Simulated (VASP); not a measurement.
# Hf5W (P1) in VASP: notebook

The runs below take Hf5W through single point, with PBE.

All numbers are computed with VASP 6.6.1; they aren't measurements. Logs are shortened: lines on timing, memory, paths and dates and some standing lists are left out, and cuts for length are marked.

## Step 1: The cell of the first run

The typed cell holds 12 atoms: a = 5.977 Å, b = 6.159 Å, c = 7.418 Å, α = 96.73°, β = 98.39°, γ = 107.17°.

## Step 2: Single point, PBE

Input file INCAR:

```
SYSTEM = Hf5W
PREC = Accurate ; ENCUT = 520
EDIFF = 1E-7 ; ISMEAR = 0
SIGMA = 0.1 ; LREAL = .False.
LASPH = .True. ; NELM = 60
ALGO = Fast ; ISIF = 2
LWAVE = .False. ; LCHARG = .True.
GGA = PE ; LELF = .True.
LVHAR = .True. ; NBANDS = 76
ISYM = 0
```

Input file KPOINTS:

```
Automatic mesh
0
Gamma
  3 3 2
  0 0 0.5
```

Input file POSCAR:

```
Hf5W
1.0
   -3.5239753077     -3.4005305346      3.4262426017
   -3.6797700821      3.4240215431     -3.5585463676
    1.7193267794     -5.0614416744     -5.1426706495
Hf W
10 2
Direct
    0.6630927037      0.6694948684      0.7031306879
    0.1427810714      0.6398488090      0.6478278013
    0.6953356614      0.1850461716      0.6819760851
    0.8103923203      0.8009419695      0.3262316677
    0.3401297754      0.8973753565      0.3528314815
    0.8148819565      0.2792646187      0.3119177546
    0.3519971585      0.3846831199      0.3407070203
    0.0041244466      0.5336204673      1.0134335570
    0.4958984385      0.9440418827      0.9889876678
    1.0334624996      0.0420189373     -0.0064579125
    0.1851798686      0.1819178353      0.6612185846
    0.4606933273      0.4522831105      0.9721477730
```

Potentials or basis: VASP PAW PBE potentials, release 64 (Hf_pv, W_sv).

Started as:

```console
cat potpaw_PBE.64/Hf_pv/POTCAR potpaw_PBE.64/W_sv/POTCAR > POTCAR
mpirun -np 1 vasp_std > vasp.out
```

OUTCAR:

```text
SYSTEM = Hf5W
   PREC = Accurate
   ENCUT = 520
   EDIFF = 1E-7
   ISMEAR = 0
   LREAL = .False.
   LASPH = .True.
   NELM = 60
   ISIF = 2
   GGA = PE
   ISYM = 0

 ion  position               nearest neighbor table
   1  0.663  0.669  0.703-  12 2.76   2 3.01   9 3.02   2 3.02   3 3.03  10 3.04   7 3.04   3 3.15
                             4 3.17   8 3.20  11 3.42   5 3.67
   2  0.143  0.640  0.648-  11 2.92   1 3.01   1 3.02   5 3.03   8 3.04   9 3.06   6 3.11   7 3.22
                            11 3.26   4 3.31   3 3.32  12 3.37  10 3.62
   3  0.695  0.185  0.682-  11 2.96   5 2.98   6 3.01  11 3.02   8 3.03   1 3.03   9 3.06   1 3.15
                            10 3.22  12 3.27   2 3.32   7 3.58   4 3.61
   4  0.810  0.801  0.326-   6 2.95   5 3.02   5 3.07   1 3.17   7 3.18  12 3.21   6 3.21   8 3.23
                            11 3.26   9 3.27  10 3.27   2 3.31   3 3.61
   5  0.340  0.897  0.353-   3 2.98   7 2.99   9 3.00   4 3.02   2 3.03   4 3.07  11 3.13   8 3.15
                             7 3.17   6 3.19  10 3.37   1 3.67
   6  0.815  0.279  0.312-   4 2.95   9 2.97   3 3.01   8 3.02   7 3.05   7 3.05   2 3.11   5 3.19
                             4 3.21  10 3.26  11 3.38  12 3.52
   7  0.352  0.385  0.341-  12 2.95  11 2.98   5 2.99   1 3.04   6 3.05   6 3.05  10 3.10   5 3.17
                             4 3.18   2 3.22   8 3.35   3 3.58
   8  0.004  0.534  0.013-  12 2.97   6 3.02   3 3.03   2 3.04  10 3.07  12 3.10  10 3.11   5 3.15
                             1 3.20   4 3.23   9 3.31   7 3.35
   9  0.496  0.944  0.989-  12 2.96   6 2.97   5 3.00  10 3.00   1 3.02   3 3.06   2 3.06  10 3.08
                            12 3.21   4 3.27   8 3.31  11 3.55
  10  0.033  0.042  0.994-  11 2.89   9 3.00   1 3.04  12 3.05   8 3.07   9 3.08   7 3.10   8 3.11
                             3 3.22   6 3.26   4 3.27   5 3.37   2 3.62
  11  0.185  0.182  0.661-  12 2.68  10 2.89   2 2.92   3 2.96   7 2.98   3 3.02   5 3.13   4 3.26
                             2 3.26   6 3.38   1 3.42   9 3.55
  12  0.461  0.452  0.972-  11 2.68   1 2.76   7 2.95   9 2.96   8 2.97  10 3.05   8 3.10   4 3.21
                             9 3.21   3 3.27   2 3.37   6 3.52

IMPORTANT INFORMATION: All symmetrisations will be switched off!
NOSYMM: (Re-)initialisation of all symmetry stuff for point group C_1.

----------------------------------------------------------------------------------------

                                     Primitive cell

  volume of cell :     254.3238

  direct lattice vectors                    reciprocal lattice vectors
    -3.523975308 -3.400530535  3.426242602    -0.140057637 -0.098465617  0.050085481
    -3.679770082  3.424021543 -3.558546368    -0.136949574  0.048095435 -0.093121521
     1.719326779 -5.061441674 -5.142670650     0.001452546 -0.098881877 -0.096645843

  length of vectors
     5.976717180  6.158561815  7.417636942     0.178382103  0.172452818  0.138275647

  position of ions in fractional coordinates (direct lattice)
     0.663092704  0.669494868  0.703130688
     0.142781071  0.639848809  0.647827801
     0.695335661  0.185046172  0.681976085
     0.810392320  0.800941970  0.326231668
     0.340129775  0.897375356  0.352831481
     0.814881957  0.279264619  0.311917755
     0.351997158  0.384683120  0.340707020
     0.004124447  0.533620467  0.013433557
     0.495898438  0.944041883  0.988987668
     0.033462500  0.042018937  0.993542088
     0.185179869  0.181917835  0.661218585
     0.460693327  0.452283110  0.972147773

  ion indices of the primitive-cell ions
   primitive index   ion index
                 1           1
                 2           2
                 3           3
                 4           4
                 5           5
                 6           6
                 7           7
                 8           8
                 9           9
                10          10
                11          11
                12          12

----------------------------------------------------------------------------------------

 KPOINTS: Automatic mesh

Automatic generation of k-mesh.
 Grid dimensions read from file:
 generate k-points for:    3    3    2

 Generating k-lattice:

  Cartesian coordinates                     Fractional coordinates (reciprocal lattice)
    -0.046685879 -0.032821872  0.016695160     0.333333333  0.000000000  0.000000000
    -0.045649858  0.016031812 -0.031040507    -0.000000000  0.333333333  0.000000000
     0.000726273 -0.049440939 -0.048322922    -0.000000000  0.000000000  0.500000000

  Length of vectors
     0.059460701  0.057484273  0.069137824

  Shift w.r.t. Gamma in fractional coordinates (k-lattice)
     0.000000000  0.000000000  0.500000000

 Subroutine IBZKPT returns following result:
 ===========================================

 Found      9 irreducible k-points:

 Following reciprocal coordinates:
            Coordinates               Weight
  0.000000  0.000000  0.250000      2.000000
  0.333333 -0.000000  0.250000      2.000000
 -0.333333  0.000000  0.250000      2.000000
  0.000000  0.333333  0.250000      2.000000
  0.333333  0.333333  0.250000      2.000000
 -0.333333  0.333333  0.250000      2.000000
  0.000000 -0.333333  0.250000      2.000000
  0.333333 -0.333333  0.250000      2.000000
 -0.333333 -0.333333  0.250000      2.000000
   k-points           NKPTS =      9   k-points in BZ     NKDIM =      9   number of bands    NBANDS=     76
   number of dos      NEDOS =    301   number of ions     NIONS =     12
   total plane-waves  NPLWV = 129024
   dimension x,y,z NGX =    48 NGY =   48 NGZ =   56
   dimension x,y,z NGXF=    96 NGYF=   96 NGZF=  112
   ions per type =              10   2
   NGX,Y,Z   is equivalent  to a cutoff of  13.35, 12.96, 12.55 a.u.
   NGXF,Y,Z  is equivalent  to a cutoff of  26.70, 25.91, 25.10 a.u.
 SYSTEM =  Hf5W
   PREC   = accura    normal or accurate (medium, high low for compatibility)
   ISTART =      0    job   : 0-new  1-cont  2-samecut
   ICHARG =      2    charge: 1-file 2-atom 10-const
   ISPIN  =      1    spin polarized calculation?
   LNONCOLLINEAR =      F non collinear calculations
   LSORBIT =      F    spin-orbit coupling
   LASPH  =      T    aspherical Exc in radial PAW
   ENCUT  =  520.0 eV  38.22 Ry    6.18 a.u.  11.11 11.45 13.79*2*pi/ulx,y,z
   NELM   =     60;   NELMIN=  2; NELMDL= -5     # of ELM steps
   EDIFF  = 0.1E-06   stopping-criterion for ELM
   LREAL  =      F    real-space projection
   EDIFFG = 0.1E-05   stopping-criterion for IOM
   NSW    =      0    number of steps for IOM
   IBRION =     -1    ionic relax: 0-MD 1-quasi-New 2-CG
   NFREE  =      0    steps in history (QN), initial steepest desc. (CG)
   ISIF   =      2    stress and relaxation
   ISYM   =      0    0-nonsym 1-usesym 2-fastsym
   POTIM  = 0.5000    time-step for ionic-motion
   TEBEG  =    0.0;   TEEND  =   0.0 temperature during run
   PSTRESS=    0.0 pullay stress
   NELECT =     128.0000    total number of electrons
   NUPDOWN=      -1.0000    fix difference up-down
   EMIN   =  10.00;   EMAX   =-10.00  energy-range for DOS
   EFERMI =   0.00;   METHOD = LEGACY
   ISMEAR =     0;   SIGMA  =   0.10  broadening in eV -4-tet -1-fermi 0-gaus
   EFERMI_NEDOS =   21; number of points for ismear=-14 and -15
   IALGO  =     68    algorithm
   IMIX   =      4    mixing-type and parameters
     AMIX     =   0.40;   BMIX     =  1.00
     AMIX_MAG =   1.60;   BMIX_MAG =  1.00
  volume/ion in A,a.u.               =      21.19       143.02
  Fermi-wavevector in a.u.,A,eV,Ry     =   1.302214  2.460828 23.072247  1.695762
  Thomas-Fermi vector in A             =   2.433297
   LORBIT       =      0    0 simple, 1 ext, 2 COOP (PROOUT), +10 PAW based schemes
   GGA     = PE    functional components
   LHFCALC =     F    Hartree Fock is set to
   AEXX    =    0.0000 exact exchange contribution
   IVDW    =     0    specifies the selected vdW correction
   LEPSILON=     F    determine dielectric tensor
   LRPA    =     F    only Hartree local field effects (RPA)
 non-spin polarized calculation
 RMM-DIIS sequential band-by-band and
 Gauss-broadening in eV      SIGMA  =   0.10
  energy-cutoff  :      520.00
  volume of cell :      254.32
 maximum number of plane-waves:      6853
 NGX is ok and might be reduce to    48
   NGX = 23   NGY = 23   NGZ = 27

 number of electron     128.0000004 magnetization

 Free energy of the ion-electron system (eV)
  ---------------------------------------------------
  ext. energy  EPLUGINS =         0.00000000
  ---------------------------------------------------
  free energy    TOTEN  =      -123.48244551 eV

  energy without entropy =     -123.42853581  energy(sigma->0) =     -123.45549066

 E-fermi :   5.4539     XC(G=0): -11.6024

 val. band max:        5.4157665574   @ k =  -0.3333  -0.3333   0.2500
 cond. band min:       5.4775992581   @ k =  -0.3333   0.3333   0.2500
 fundamental gap:      0.0618327007
 Fermi energy:         5.4538503335

 k-point     1 :       0.0000    0.0000    0.2500
  band No.  band energies     occupation
      1     -68.0273      2.00000
      2     -67.9661      2.00000
      3     -32.4718      2.00000
      4     -32.2474      2.00000
      5     -32.2259      2.00000
      6     -32.1462      2.00000
[... 68 lines left out ...]
     75       7.1358      0.00000
     76       7.5918      0.00000

 k-point     2 :       0.3333   -0.0000    0.2500
  band No.  band energies     occupation
      1     -68.0274      2.00000
      2     -67.9661      2.00000
      3     -32.4716      2.00000
      4     -32.2464      2.00000
      5     -32.2235      2.00000
      6     -32.1451      2.00000
[... 545 lines left out ...]
 k-point     9 :      -0.3333   -0.3333    0.2500
  band No.  band energies     occupation
      1     -68.0274      2.00000
      2     -67.9661      2.00000
      3     -32.4711      2.00000
      4     -32.2457      2.00000
      5     -32.2222      2.00000
      6     -32.1434      2.00000
[... 68 lines left out ...]
     75       6.8009      0.00000
     76       6.9331      0.00000

------------------------ aborting loop because EDIFF is reached ----------------------------------------

  FORCE on cell =-STRESS in cart. coord.  units (eV):
  Direction    XX          YY          ZZ          XY          YZ          ZX
  --------------------------------------------------------------------------------------
  -------------------------------------------------------------------------------------
  Total       -0.6134449     -0.7513783     -0.6668975      0.0034334     -0.0510922     -0.0026936
  in kB       -3.8645519     -4.7334982     -4.2012902      0.0216298     -0.3218686     -0.0169690
  external PRESSURE =      -4.2664468 kB  Pullay stress =       0.0000000 kB

 VOLUME and BASIS-vectors are now :
 -----------------------------------------------------------------------------
  energy-cutoff  :      520.00
  volume of cell :      254.32
      direct lattice vectors                 reciprocal lattice vectors
    -3.523975308 -3.400530535  3.426242602    -0.140057637 -0.098465617  0.050085481
    -3.679770082  3.424021543 -3.558546368    -0.136949574  0.048095435 -0.093121521
     1.719326779 -5.061441674 -5.142670650     0.001452546 -0.098881877 -0.096645843

 POSITION                                       TOTAL-FORCE (eV/Angst)
 -----------------------------------------------------------------------------------
     -3.59140     -3.52136     -3.72648         0.023372      0.011402     -0.007103
     -1.74383     -1.57362     -5.11929         0.016490     -0.033195      0.020656
     -1.95873     -5.18269     -1.78329         0.007978     -0.002791     -0.004535
     -5.24219     -1.66452     -1.75129        -0.013194      0.023480     -0.019292
     -3.89411      0.13017     -3.84248        -0.021503     -0.007568     -0.002026
     -3.36296     -3.39358      0.19412         0.033039     -0.034436      0.030689
     -2.07019     -1.60428     -1.91503        -0.011639      0.009103     -0.015437
     -1.95504      1.74511     -1.95387         0.005218      0.007465      0.007280
     -3.52100     -3.45960     -6.74639         0.008153     -0.017748      0.009088
      1.43568     -4.99867     -5.14434        -0.005056      0.003848     -0.018971
     -0.18513     -3.35354     -3.41332        -0.024982      0.007832     -0.022475
     -1.61633     -4.93844     -5.03046        -0.017876      0.032607      0.022126
 -----------------------------------------------------------------------------------
    total drift:                               -0.000197      0.000155     -0.000172

  FREE ENERGIE OF THE ION-ELECTRON SYSTEM (eV)
  ---------------------------------------------------
  free  energy   TOTEN  =      -123.4824455085 eV

  energy  without entropy=     -123.4285358090  energy(sigma->0) =     -123.45549066
```

Run time: 11 min. Hardware: 1 thread of Intel Xeon 8259CL, shared host; peak memory 0.4 GiB.

What came out:

- Free energy: -123.4824 eV
- Pressure: -0.4 GPa
- Largest force: 0.057 eV/Å
- Band gap on the k mesh: zero (bands 64 and 65 overlap by 0.28 eV)

Forces on the atoms (eV/Å):
```
Hf   0.023  0.011 -0.007
Hf   0.016 -0.033  0.021
Hf   0.008 -0.003 -0.005
Hf  -0.013  0.023 -0.019
Hf  -0.022 -0.008 -0.002
Hf   0.033 -0.034  0.031
Hf  -0.012  0.009 -0.015
Hf   0.005  0.007  0.007
Hf   0.008 -0.018  0.009
Hf  -0.005  0.004 -0.019
W   -0.025  0.008 -0.022
W   -0.018  0.033  0.022
```

Caveat: the k points lie up to 0.43 Å⁻¹ apart; spin-orbit coupling is left out, which moves the levels of the heavy elements.

(Continued in part 2 of 2.)

The gap in the log of VASP goes by the Fermi energy; the results here count the filled bands.